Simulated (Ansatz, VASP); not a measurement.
**Two plane-wave programs on Ti**

File INCAR:

```
PREC     = Accurate       # precision mode
ENCUT    = 520            # plane-wave cutoff, eV
EDIFF    = 1E-6           # SCF threshold, eV
ISMEAR   = 0              # smearing method
SIGMA    = 0.15           # smearing width, eV
LREAL    = F              # projectors in reciprocal space
LASPH    = T              # aspherical terms in the spheres
NELM     = 60             # most SCF steps
ALGO     = Fast           # electronic algorithm
ISIF     = 2              # what is computed and relaxed
LWAVE    = F              # write WAVECAR
LCHARG   = T              # write CHGCAR
GGA      = PE             # functional
LELF     = T              # ELF
LVHAR    = T            
NBANDS   = 45             # bands
```

KPOINTS

```
regular mesh
0
Gamma
  15 15 4
```

The input POSCAR:

```
Ti
1.0
   -2.0558584512     -2.0558584512      0.0000000000
    2.0558584512     -2.0558584512      0.0000000000
   -0.2055858451     -0.2055858451     12.6851507070
Ti
6
Direct
   -0.0891358420      0.0000000000      0.8913584203
    0.4918982150      0.5000000000      0.0810178502
   -0.0243085964      0.0000000000      0.2430859642
    0.4594845922      0.5000000000      0.4051540782
   -0.0567222192      0.0000000000      0.5672221923
    0.4270709694      0.5000000000      0.7292903063
```

Input for Ansatz:

```yaml
crystal:
  lattice:
    - [-2.0558584512, -2.0558584512, 0.0]
    - [2.0558584512, -2.0558584512, 0.0]
    - [-0.2055858451, -0.2055858451, 12.685150707]
  atoms:
    - { symbol: Ti, position: [-0.089135842, 0.0, 0.8913584203] }
    - { symbol: Ti, position: [0.491898215, 0.5, 0.0810178502] }
    - { symbol: Ti, position: [-0.0243085964, 0.0, 0.2430859642] }
    - { symbol: Ti, position: [0.4594845922, 0.5, 0.4051540782] }
    - { symbol: Ti, position: [-0.0567222192, 0.0, 0.5672221923] }
    - { symbol: Ti, position: [0.4270709694, 0.5, 0.7292903063] }
basis:
  ecutwfc: 520.0
kpoints:
  mp_grid: { grid: [15, 15, 4] }
hamiltonian:
  xc: pbe
  pseudopotentials: { kind: paw, azcp: { folder: soft_1 } }
scf:
  occupations: { method: gaussian, width: 0.15 }
output:
  forces: true
  stress: true
  eigenvalues: true
```

Alike in both runs: task single point; functional PBE; k mesh 15 × 15 × 4; occupations gaussian, width 0.15 eV; no spin polarisation.

```csv
,VASP,Ansatz
version,VASP 6.6.1,Ansatz 0.2.0
potentials or method,"VASP PAW PBE potentials, release 64 (Ti_sv), cutoff 520 eV","scalar-relativistic, plane waves, PAW"
valence electrons in the cell,72,72
```

|  | VASP | Ansatz | Ansatz less VASP |
| --- | --- | --- | --- |
| gap on the k mesh at the Fermi level (eV) | none | none | - |
| pressure (GPa) | -2.7 | -2.3 | +0.42 |
| traceless stress, the component that is largest in VASP (GPa) | 0.49 | 0.50 | +0.012 |
| rms of the force components (eV/Å) | 0.106 | 0.105 | -0.0007 |

Atom by atom the forces differ by 0.002 eV/Å (rms over components). A gap of «none» marks a metal or a gap that the smearing closes.
